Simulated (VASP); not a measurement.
Runs of VASP 6.6.1 on CdS. The structure is that of space group I-4m2 (No. 119), or close to it. The cells are those of the table. 

```tsv
cell	gap on the mesh (eV)	pressure (GPa)
a = 4.205, b = 4.205, c = 4.445 Å, angles 58.1, 58.1, 63.8°, 2 atoms	1.14	-4.3
a = 4.041, b = 4.041, c = 3.786 Å, angles 62.1, 62.1, 55.9°, 2 atoms	1.71	(a)
a = 4.363, b = 4.363, c = 4.445 Å, angles 59.4, 59.4, 61.2°, 2 atoms	1.08	-6.7
a = 4.205, b = 4.205, c = 3.951 Å, angles 62.0, 62.0, 56.0°, 2 atoms	1.45	2.2
a = 3.954, b = 3.954, c = 4.115 Å, angles 58.6, 58.6, 62.7°, 2 atoms	1.65	(b)
a = 4.119, b = 4.119, c = 4.280 Å, angles 58.7, 58.7, 62.6°, 2 atoms	1.38	-0.4
a = 4.034, b = 4.034, c = 4.115 Å, angles 59.3, 59.3, 61.3°, 2 atoms	1.62	5.4
a = 4.283, b = 4.283, c = 4.115 Å, angles 61.3, 61.3, 57.4°, 2 atoms	1.33	-2.5
```

Alike in all rows: task single point; level r2SCAN; potentials or basis VASP PAW PBE potentials, release 64 (Cd, S); no spin polarisation; k mesh 8 × 8 × 8; cutoff (eV) 520; smearing gaussian 0.05 eV.

Question: Estimate the missing entries.

Answer: (a) 13.4; (b) 9.0.

Caveats: the PAW data sets were made with another functional, which shifts forces and pressure a little; the cell stands under pressure (at least some runs); the cell stands under tension (at least some runs).

A k mesh can miss the band edges, and the runs leave out spin-orbit coupling on Cd.
